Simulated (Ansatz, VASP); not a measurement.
SiO2 in VASP and in Ansatz

File POSCAR:

```
SiO2
1.0
    4.9080000000      0.0000000000      0.0000000000
    0.0000000000      4.9080000000      0.0000000000
    0.0000000000      0.0000000000      6.7840000000
Si O
4 8
Direct
    0.3083000000      0.3083000000      0.0000000000
    0.1917000000      0.8083000000      0.2500000000
    0.6917000000      0.6917000000      0.5000000000
    0.8083000000      0.1917000000      0.7500000000
    0.2387000000      0.1161000000      0.1865000000
    0.3839000000      0.7387000000      0.4365000000
    0.7613000000      0.8839000000      0.6865000000
    0.6161000000      0.2613000000      0.9365000000
    0.7387000000      0.3839000000      0.5635000000
    0.8839000000      0.7613000000      0.3135000000
    0.2613000000      0.6161000000      0.0635000000
    0.1161000000      0.2387000000      0.8135000000
```

Contents of INCAR.step1:

```
ALGO = Normal ; EDIFF = 1E-4
ENCUT = 520 ; GGA = PE
ISMEAR = -5 ; LASPH = True
LCHARG = False ; LREAL = False
LWAVE = True ; NBANDS = 44
NELM = 60 ; PREC = Accurate
SIGMA = 0.1
```

INCAR.step2

```
ALGO = Normal ; EDIFF = 1E-8
ENCUT = 520 ; ISIF = 2
ISMEAR = -5 ; ISTART = 1
LASPH = True ; LCHARG = False
LEFG = True ; LMIXTAU = True
LREAL = False ; LWAVE = False
METAGGA = R2SCAN ; NBANDS = 44
NELM = 60 ; PREC = Accurate
SIGMA = 0.1
```

The input KPOINTS:

```
k-points
0
Gamma
  5 5 4
```

Input for Ansatz:

```yaml
crystal:
  lattice:
    - [4.908, 0.0, 0.0]
    - [0.0, 4.908, 0.0]
    - [0.0, 0.0, 6.784]
  atoms:
    - { symbol: Si, position: [0.3083, 0.3083, 0.0] }
    - { symbol: Si, position: [0.1917, 0.8083, 0.25] }
    - { symbol: Si, position: [0.6917, 0.6917, 0.5] }
    - { symbol: Si, position: [0.8083, 0.1917, 0.75] }
    - { symbol: O, position: [0.2387, 0.1161, 0.1865] }
    - { symbol: O, position: [0.3839, 0.7387, 0.4365] }
    - { symbol: O, position: [0.7613, 0.8839, 0.6865] }
    - { symbol: O, position: [0.6161, 0.2613, 0.9365] }
    - { symbol: O, position: [0.7387, 0.3839, 0.5635] }
    - { symbol: O, position: [0.8839, 0.7613, 0.3135] }
    - { symbol: O, position: [0.2613, 0.6161, 0.0635] }
    - { symbol: O, position: [0.1161, 0.2387, 0.8135] }
kpoints:
  mp_grid: { grid: [5, 5, 4] }
scf:
  occupations: { method: tetrahedron }
hamiltonian:
  xc: r2scan
  pseudopotentials: { kind: paw }
output:
  forces: true
  stress: true
  populations: true
  efg: { quadrupole_moments_barn: { O: -0.02558 }, contact_densities: true }
```

Alike in both runs: task electric field gradients; functional r2SCAN; k mesh 5 × 5 × 4; occupations tetrahedron; no spin polarisation.

|  | VASP | Ansatz |
| --- | --- | --- |
| version | VASP 6.6.1 | Ansatz 0.2.0 |
| potentials or method | VASP PAW PBE potentials, release 64 (Si, O) | plane-wave PAW, scalar-relativistic |
| plane-wave cutoff (eV) | 520 | 500 |
| valence electrons in the cell | 64 | 64 |

|  | VASP | Ansatz | Ansatz less VASP |
| --- | --- | --- | --- |
| gap on the k mesh at the Fermi level (eV) | 6.50 | 6.50 | -0.002 |
| pressure (GPa) | 4.9 | 4.6 | -0.22 |
| traceless stress, the component that is largest in VASP (GPa) | -2.49 | -2.42 | +0.065 |
| rms of the force components (eV/Å) | 0.441 | 0.442 | +0.0005 |
| size of Vzz on the site where it differs most (V/Å²) | 81.1 | 86.2 | +5.03 |

VASP's potentials were made for PBE, not for r2SCAN. Atom by atom the forces differ by 0.010 eV/Å (rms over components). With one functional, cell and mesh, what is left measures potentials, basis and numerics. Ansatz's warnings: band table not solved further, tetrahedron derivatives may miss energy slope.
